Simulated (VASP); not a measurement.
A run of VASP 6.6.1 is set up as follows.

The input INCAR:

```
SYSTEM = TiO2
  PREC = Accurate
  ENCUT = 520
  EDIFF = 1E-7
  ISMEAR = 0
  SIGMA = 0.02
  LREAL = .False.
  LASPH = .True.
  NELM = 150
  ALGO = Normal
  ISIF = 2
  LWAVE = .False.
  LCHARG = .False.
  LMAXMIX = 4
  LDAU = .True.
  LDAUTYPE = 2
  LDAUL = 2 -1
  LDAUU = 4 0
  LDAUJ = 0 0
  LDAUPRINT = 1
  GGA = PE
  NBANDS = 33
```

The input KPOINTS:

```
regular mesh
0
Gamma
  6 6 10
  0 0 0
```

The input POSCAR:

```
TiO2
1.0
    4.6399446936      0.0000000000      0.0000000000
    0.0000000000      4.6399446936      0.0000000000
    0.0000000000      0.0000000000      3.0067234922
Ti O
2 4
Direct
    0.0000000000      0.0000000000      0.0000000000
    0.5000000000      0.5000000000      0.5000000000
    0.3056748301      0.3056748301      0.0000000000
    0.1943251699      0.8056748301      0.5000000000
    0.6943251699      0.6943251699      0.0000000000
    0.8056748301      0.1943251699      0.5000000000
```

Potentials or basis: VASP PAW PBE potentials, release 64 (Ti_sv, O).

The run is started by

```bash
$ cat potpaw_PBE.64/Ti_sv/POTCAR potpaw_PBE.64/O/POTCAR > POTCAR
$ mpirun -np 1 vasp_std > vasp.out
```

Q: Predict the pressure.

A: 4.0 GPa.

Q: Predict the band gap on the k mesh.

A: 2.31 eV.

Q: Predict the largest force.

A: 0.151 eV/Å.

Forces on the atoms (eV/Å):
```
Ti   0.000  0.000  0.000
Ti   0.000  0.000  0.000
O   -0.107 -0.107  0.000
O    0.107 -0.107  0.000
O    0.107  0.107  0.000
O   -0.107  0.107  0.000
```

Caveat: the cell stands under pressure. A k mesh can miss the band edges.
